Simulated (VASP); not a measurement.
Wanted: the native input for a VASP 6.6.1 run.

```yaml
Task: single point
Functional: PBEsol
Potentials_or_basis: VASP PAW PBE potentials, release 64 (Hg, Se)
Cutoff: 500 eV
k_mesh: 8 × 8 × 8
Occupations: fermi-dirac, width 0.01 eV
Spin: no spin polarisation
Dipole_correction: no
Further_INCAR_settings: ALGO = Normal; EDIFF = 1e-06; NBANDS = 16
```

The structure of HgSe lies in POSCAR:

```
HgSe
1.0
    0.0000000000      3.0460864528      3.0460864528
    3.0460864528      0.0000000000      3.0460864528
    3.0460864528      3.0460864528      0.0000000000
Hg Se
1 1
Direct
    0.0000000000      0.0000000000      0.0000000000
    0.7500000000      0.7500000000      0.7500000000
```

This cell differs from its parent crystal: volume scaled by 1.01.

One way to write it, as run:

INCAR

```
SYSTEM = HgSe
PREC = Accurate
ENCUT = 500
EDIFF = 1E-6
ISMEAR = -1
SIGMA = 0.01
LREAL = .FALSE.
LASPH = .TRUE.
NELM = 120
ALGO = Normal
ISIF = 2
LWAVE = .FALSE.
LCHARG = .FALSE.
GGA = PS
NBANDS = 16
GGA_COMPAT = .FALSE.
```

KPOINTS

```
regular mesh
0
G
  8 8 8
  0 0 0
```

Potentials or basis: VASP PAW PBE potentials, release 64 (Hg, Se).

Launch:

```console
$ cat potpaw_PBE.64/Hg/POTCAR potpaw_PBE.64/Se/POTCAR > POTCAR
$ mpirun -np 1 vasp_std > vasp.out
```

Results of the run:

```json
{
  "Pressure": "1.4 GPa",
  "Band gap on the k mesh": "zero (filled and empty bands touch)"
}
```

Caveat: the PAW data sets were made with another functional, which shifts forces and pressure a little; spin-orbit coupling is left out, which moves the levels of the heavy elements.

Wall time 49 s on 1 thread of AMD EPYC 7R13, with other jobs on the host, peak memory 0.15 GiB.
